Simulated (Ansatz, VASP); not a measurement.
**One calculation of Li2Se, two programs**

File INCAR:

```
PREC = Accurate
ENCUT = 750
EDIFF = 1E-6
ISMEAR = 0
SIGMA = 0.05
LREAL = False
LASPH = True
NELM = 120
ALGO = Normal
ISIF = 2
LWAVE = False
LCHARG = False
GGA = PE
IVDW = 13
NBANDS = 13
GGA_COMPAT = False
```

File KPOINTS:

```
Automatic mesh
0
Gamma
  8 8 8
```

File POSCAR:

```
Li2Se
1.0
    0.0000000000      2.9484249488      2.9484249488
    2.9484249488      0.0000000000      2.9484249488
    2.9484249488      2.9484249488      0.0000000000
Li Se
2 1
Direct
    0.2500000000      0.2500000000      0.2500000000
    0.7500000000      0.7500000000      0.7500000000
    0.0000000000      0.0000000000      0.0000000000
```

Input for Ansatz:

```yaml
crystal:
  lattice:
    - [0.0, 2.9484249488, 2.9484249488]
    - [2.9484249488, 0.0, 2.9484249488]
    - [2.9484249488, 2.9484249488, 0.0]
  atoms:
    - { symbol: Li, position: [0.25, 0.25, 0.25] }
    - { symbol: Li, position: [0.75, 0.75, 0.75] }
    - { symbol: Se, position: [0.0, 0.0, 0.0] }
basis:
  ecutwfc: 420
  ecutrho_ratio: 4
kpoints:
  mp_grid: { grid: [8, 8, 8] }
hamiltonian:
  xc: pbe
  dispersion: d4
scf:
  occupations: { method: gaussian, width: 0.05 }
output:
  forces: true
  stress: true
  eigenvalues: true
```

Alike in both runs: task single point; functional PBE; dispersion D4; k mesh 8 × 8 × 8; occupations gaussian, width 0.05 eV; no spin polarisation.

|  | VASP | Ansatz |
| --- | --- | --- |
| version | VASP 6.6.1 | Ansatz 0.2.0 |
| potentials or method | VASP PAW PBE potentials, release 64 (Li_sv, Se), cutoff 750 eV | scalar-relativistic, plane waves, PAW |
| valence electrons in the cell | 12 | 22 |

VASP gave:

| Item | Value |
| --- | --- |
| gap on the k mesh at the Fermi level (eV) | 2.93 |
| least direct gap on the mesh (eV) | 3.62 |
| pressure (GPa) | 0.7 |

Problem. Estimate Ansatz's values.

Solution. gap on the k mesh at the Fermi level (eV): 2.93; least direct gap on the mesh (eV): 3.62; pressure (GPa): 0.8.

VASP's potentials hold 12 valence electrons a cell and Ansatz's 22, so a difference there can come from the potentials and not from the codes.
